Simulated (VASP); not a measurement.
# CoO (R-3m) in VASP: single point with PBEsol

Aim: the single point of CoO with PBEsol.

Everything below comes from runs of VASP 6.6.1. Logs are shortened: lines on timing, memory, paths and dates and some standing lists are left out, and cuts for length are marked.

## Step 1: The cell of the first run

Symmetry: R-3m, No. 166, trigonal system. Conventional cell: a = 3.103 Å, b = 3.103 Å, c = 7.091 Å, α = 90.00°, β = 90.00°, γ = 120.00°. Within 2.8 Å of Co (site symmetry -3m) lie 6 O at 2.15 Å. Within 2.8 Å of O (site symmetry -3m) lie 6 Co at 2.15 Å.

## Step 2: Single point, PBEsol, collinear spin, ferromagnetic start (9.85 Å³/atom)

The input, INCAR:

```
SYSTEM = CoO
PREC = Accurate ; ENCUT = 520
EDIFF = 1E-6 ; ISMEAR = 0
SIGMA = 0.1 ; LREAL = .FALSE.
LASPH = .TRUE. ; NELM = 150
ALGO = Fast ; ISIF = 2
LWAVE = .FALSE. ; LCHARG = .FALSE.
ISPIN = 2 ; MAGMOM = 2.55 0.32
LORBIT = 11 ; LMAXMIX = 4
GGA = PS ; NBANDS = 18
```

The input, KPOINTS:

```
Automatic mesh
0
G
  18 18 18
  0 0 0
```

The input, POSCAR:

```
CoO
1.0
    1.5513108233      0.8956497214      2.3637242404
   -1.5513108233      0.8956497214      2.3637242404
    0.0000000000     -1.7912994428      2.3637242404
Co O
1 1
Direct
    0.0000000000      0.0000000000      0.0000000000
    0.5000000000      0.5000000000      0.5000000000
```

Potentials or basis: VASP PAW PBE potentials, release 64 (Co, O).

On the command line:

```sh
$ cat potpaw_PBE.64/Co/POTCAR potpaw_PBE.64/O/POTCAR > POTCAR
$ mpirun -np 1 vasp_std > vasp.out
```

OUTCAR:

```text
SYSTEM = CoO
   PREC = Accurate
   ENCUT = 520
   EDIFF = 1E-6
   ISMEAR = 0
   LREAL = .FALSE.
   LASPH = .TRUE.
   NELM = 150
   ISIF = 2
   ISPIN = 2
   LORBIT = 11
   GGA = PS

 ion  position               nearest neighbor table
   1  0.000  0.000  0.000-   2 2.15   2 2.15   2 2.15   2 2.15   2 2.15   2 2.15
   2  0.500  0.500  0.500-   1 2.15   1 2.15   1 2.15   1 2.15   1 2.15   1 2.15

  LATTYP: Found a trigonal (rhomboedric) cell.
 ALAT       =     2.9657960110
 COS(alpha) =     0.4528012618

  Lattice vectors:

 A1 = (   1.5513108233,   0.8956497214,   2.3637242404)
 A2 = (  -1.5513108233,   0.8956497214,   2.3637242404)
 A3 = (   0.0000000000,  -1.7912994428,   2.3637242404)

Analysis of symmetry for initial positions (statically):
=====================================================================
 Subroutine PRICEL returns:
 Original cell was already a primitive cell.

 Routine SETGRP: Setting up the symmetry group for a
 trigonal (rhombohedral) supercell.

 Subroutine GETGRP returns: Found 12 space group operations
 (whereof 12 operations were pure point group operations)
 out of a pool of 12 trial point group operations.

The static configuration has the point symmetry D_3d.

Analysis of symmetry for dynamics (positions and initial velocities):
=====================================================================
 Subroutine PRICEL returns:
 Original cell was already a primitive cell.

 Routine SETGRP: Setting up the symmetry group for a
 trigonal (rhombohedral) supercell.

 Subroutine GETGRP returns: Found 12 space group operations
 (whereof 12 operations were pure point group operations)
 out of a pool of 12 trial point group operations.

The dynamic configuration has the point symmetry D_3d.

Analysis of structural, dynamic, and magnetic symmetry:
=====================================================================
 Subroutine PRICEL returns:
 Original cell was already a primitive cell.

 Routine SETGRP: Setting up the symmetry group for a
 trigonal (rhombohedral) supercell.

 Subroutine GETGRP returns: Found 12 space group operations
 (whereof 12 operations were pure point group operations)
 out of a pool of 12 trial point group operations.

The overall configuration has the point symmetry D_3d.

 Subroutine INISYM returns: Found 12 space group operations
 (whereof 12 operations are pure point group operations),
 and found     1 'primitive' translations

----------------------------------------------------------------------------------------

                                     Primitive cell

  volume of cell :      19.7054

  direct lattice vectors                    reciprocal lattice vectors
     1.551310823  0.895649721  2.363724240     0.322308072  0.186084652  0.141020398
    -1.551310823  0.895649721  2.363724240    -0.322308072  0.186084652  0.141020398
     0.000000000 -1.791299443  2.363724240     0.000000000 -0.372169304  0.141020398

  length of vectors
     2.965796011  2.965796011  2.965796011     0.397990884  0.397990884  0.397990884

  position of ions in fractional coordinates (direct lattice)
     0.000000000  0.000000000  0.000000000
     0.500000000  0.500000000  0.500000000

  ion indices of the primitive-cell ions
   primitive index   ion index
                 1           1
                 2           2

----------------------------------------------------------------------------------------

 KPOINTS: Automatic mesh

Automatic generation of k-mesh.
 Grid dimensions read from file:
 generate k-points for:   18   18   18

 Generating k-lattice:

  Cartesian coordinates                     Fractional coordinates (reciprocal lattice)
     0.017906004  0.010338036  0.007834467     0.055555556  0.000000000 -0.000000000
    -0.017906004  0.010338036  0.007834467     0.000000000  0.055555556 -0.000000000
     0.000000000 -0.020676072  0.007834467    -0.000000000 -0.000000000  0.055555556

  Length of vectors
     0.022110605  0.022110605  0.022110605

  Shift w.r.t. Gamma in fractional coordinates (k-lattice)
     0.000000000  0.000000000  0.000000000

 Subroutine IBZKPT returns following result:
 ===========================================

 Found    580 irreducible k-points:

 Following reciprocal coordinates:
            Coordinates               Weight
  0.000000  0.000000  0.000000      1.000000
  0.055556  0.000000  0.000000      6.000000
  0.111111  0.000000  0.000000      6.000000
  0.166667  0.000000  0.000000      6.000000
  0.222222  0.000000 -0.000000      6.000000
  0.277778  0.000000  0.000000      6.000000
[... 16 lines left out ...]
 -0.277778  0.055556  0.000000     12.000000
 -0.222222  0.055556 -0.000000     12.000000
 [... further k-points ...]
   k-points           NKPTS =    580   k-points in BZ     NKDIM =    580   number of bands    NBANDS=     18
   number of dos      NEDOS =    301   number of ions     NIONS =      2
   total plane-waves  NPLWV =  13824
   dimension x,y,z NGX =    24 NGY =   24 NGZ =   24
   dimension x,y,z NGXF=    48 NGYF=   48 NGZF=   48
   ions per type =               1   1
   NGX,Y,Z   is equivalent  to a cutoff of  13.45, 13.45, 13.45 a.u.
   NGXF,Y,Z  is equivalent  to a cutoff of  26.91, 26.91, 26.91 a.u.
 SYSTEM =  CoO
   PREC   = accura    normal or accurate (medium, high low for compatibility)
   ISTART =      0    job   : 0-new  1-cont  2-samecut
   ICHARG =      2    charge: 1-file 2-atom 10-const
   ISPIN  =      2    spin polarized calculation?
   LNONCOLLINEAR =      F non collinear calculations
   LSORBIT =      F    spin-orbit coupling
   LASPH  =      T    aspherical Exc in radial PAW
   ENCUT  =  520.0 eV  38.22 Ry    6.18 a.u.   5.51  5.51  5.51*2*pi/ulx,y,z
   NELM   =    150;   NELMIN=  2; NELMDL= -5     # of ELM steps
   EDIFF  = 0.1E-05   stopping-criterion for ELM
   LREAL  =      F    real-space projection
   EDIFFG = 0.1E-04   stopping-criterion for IOM
   NSW    =      0    number of steps for IOM
   IBRION =     -1    ionic relax: 0-MD 1-quasi-New 2-CG
   NFREE  =      0    steps in history (QN), initial steepest desc. (CG)
   ISIF   =      2    stress and relaxation
   ISYM   =      2    0-nonsym 1-usesym 2-fastsym
   POTIM  = 0.5000    time-step for ionic-motion
   TEBEG  =    0.0;   TEEND  =   0.0 temperature during run
   PSTRESS=    0.0 pullay stress
   NELECT =      15.0000    total number of electrons
   NUPDOWN=      -1.0000    fix difference up-down
   EMIN   =  10.00;   EMAX   =-10.00  energy-range for DOS
   EFERMI =   0.00;   METHOD = LEGACY
   ISMEAR =     0;   SIGMA  =   0.10  broadening in eV -4-tet -1-fermi 0-gaus
   EFERMI_NEDOS =   21; number of points for ismear=-14 and -15
   IALGO  =     68    algorithm
   IMIX   =      4    mixing-type and parameters
     AMIX     =   0.40;   BMIX     =  1.00
     AMIX_MAG =   1.60;   BMIX_MAG =  1.00
  volume/ion in A,a.u.               =       9.85        66.49
  Fermi-wavevector in a.u.,A,eV,Ry     =   1.494779  2.824722 30.400358  2.234363
  Thomas-Fermi vector in A             =   2.607008
   LORBIT       =     11    0 simple, 1 ext, 2 COOP (PROOUT), +10 PAW based schemes
   GGA     = PS    functional components
   LHFCALC =     F    Hartree Fock is set to
   AEXX    =    0.0000 exact exchange contribution
   IVDW    =     0    specifies the selected vdW correction
   LEPSILON=     F    determine dielectric tensor
   LRPA    =     F    only Hartree local field effects (RPA)
 spin polarized calculation
 RMM-DIIS sequential band-by-band and
 Gauss-broadening in eV      SIGMA  =   0.10
  energy-cutoff  :      520.00
  volume of cell :       19.71
 maximum number of plane-waves:       544
 NGX is ok and might be reduce to    24
   NGX = 11   NGY = 11   NGZ = 11

 number of electron      14.9999999 magnetization       2.9676804

 Free energy of the ion-electron system (eV)
  ---------------------------------------------------
  ext. energy  EPLUGINS =         0.00000000
  ---------------------------------------------------
  free energy    TOTEN  =       -13.92773444 eV

  energy without entropy =      -13.91080796  energy(sigma->0) =      -13.91927120

 E-fermi :   7.5128     XC(G=0): -12.5528

 val. band max:        7.5127871944   @ k =  -0.4444   0.5000   0.3889
 cond. band min:       7.5131245173   @ k =   0.3333   0.3333   0.1667
 fundamental gap:      0.0003373229
 Fermi energy:         7.5128400351

 spin component 1

 k-point     1 :       0.0000    0.0000    0.0000
  band No.  band energies     occupation
      1     -12.4889      1.00000
      2       4.1727      1.00000
      3       4.1727      1.00000
      4       4.2905      1.00000
      5       4.2905      1.00000
      6       4.3366      1.00000
[... 10 lines left out ...]
     17      29.5495      0.00000
     18      32.0700      0.00000
[... 463 lines left out ...]
 k-point    24 :      -0.2222    0.0556   -0.0000
  band No.  band energies     occupation
      1     -11.9697      1.00000
      2       1.3318      1.00000
      3       2.3484      1.00000
      4       2.6257      1.00000
      5       4.6247      1.00000
      6       4.7721      1.00000
[... 10 lines left out ...]
     17      33.6242      0.00000
     18      35.2089      0.00000

 [... further k-points ...]

 spin component 2

 k-point     1 :       0.0000    0.0000    0.0000
  band No.  band energies     occupation
      1     -11.9356      1.00000
      2       4.9040      1.00000
      3       4.9040      1.00000
      4       5.3427      1.00000
      5       6.3518      1.00000
      6       6.3518      1.00000
[... 10 lines left out ...]
     17      30.5005      0.00000
     18      32.8803      0.00000
[... 463 lines left out ...]
 k-point    24 :      -0.2222    0.0556   -0.0000
  band No.  band energies     occupation
      1     -11.3993      1.00000
      2       2.0405      1.00000
      3       3.6823      1.00000
      4       4.0028      1.00000
      5       6.8302      1.00000
      6       6.9778      1.00000
[... 10 lines left out ...]
     17      34.1129      0.00000
     18      35.8909      0.00000

 [... further k-points ...]

------------------------ aborting loop because EDIFF is reached ----------------------------------------

  FORCE on cell =-STRESS in cart. coord.  units (eV):
  Direction    XX          YY          ZZ          XY          YZ          ZX
  --------------------------------------------------------------------------------------
  -------------------------------------------------------------------------------------
  Total       -1.7743269     -1.7743269     -1.7355762      0.0000000      0.0000000      0.0000000
  in kB     -144.2643862   -144.2643862   -141.1137003      0.0000000      0.0000000      0.0000000
  external PRESSURE =    -143.2141576 kB  Pullay stress =       0.0000000 kB

 VOLUME and BASIS-vectors are now :
 -----------------------------------------------------------------------------
  energy-cutoff  :      520.00
  volume of cell :       19.71
      direct lattice vectors                 reciprocal lattice vectors
     1.551310823  0.895649721  2.363724240     0.322308072  0.186084652  0.141020398
    -1.551310823  0.895649721  2.363724240    -0.322308072  0.186084652  0.141020398
     0.000000000 -1.791299443  2.363724240     0.000000000 -0.372169304  0.141020398

 POSITION                                       TOTAL-FORCE (eV/Angst)
 -----------------------------------------------------------------------------------
      0.00000      0.00000      0.00000         0.000000      0.000000      0.000000
      0.00000      0.00000      3.54559        -0.000000      0.000000     -0.000000
 -----------------------------------------------------------------------------------
    total drift:                               -0.000000      0.000000     -0.000000

  FREE ENERGIE OF THE ION-ELECTRON SYSTEM (eV)
  ---------------------------------------------------
  free  energy   TOTEN  =       -13.9277344367 eV

  energy  without entropy=      -13.9108079633  energy(sigma->0) =      -13.91927120

 total charge

# of ion       s       p       d       tot
------------------------------------------
    1        0.293   0.348   7.125   7.766
    2        1.551   3.388   0.000   4.939
--------------------------------------------------
tot          1.844   3.736   7.125  12.705

 magnetization (x)

# of ion       s       p       d       tot
------------------------------------------
    1        0.019   0.017   2.552   2.587
    2        0.028   0.296   0.000   0.325
--------------------------------------------------
tot          0.047   0.313   2.552   2.912
```

It took 14 min on 1 thread of Oxide Virtual Turin-like, shared host; peak memory 0.37 GiB.

Results:

- Free energy: -13.9277 eV
- Pressure: -14.3 GPa
- Band gap on the k mesh: zero (filled and empty bands overlap)
- Net moment: 2.97 μB per cell
- Site moments: Co +2.59; O +0.33 μB
- Valence electrons inside the program's atomic spheres: Co 7.77; O 4.94

Caveat: the cell stands under tension; the PAW data sets were made with another functional, which shifts forces and pressure a little; a cell with one magnetic atom can't hold antiferromagnetic order, which such compounds often take; semilocal functionals often make such compounds metallic where correlation or magnetic order opens a gap, which also shifts bond lengths. With open d or f shells a metallic result of PBEsol can be an artefact of self-interaction; +U or a hybrid may open a gap.
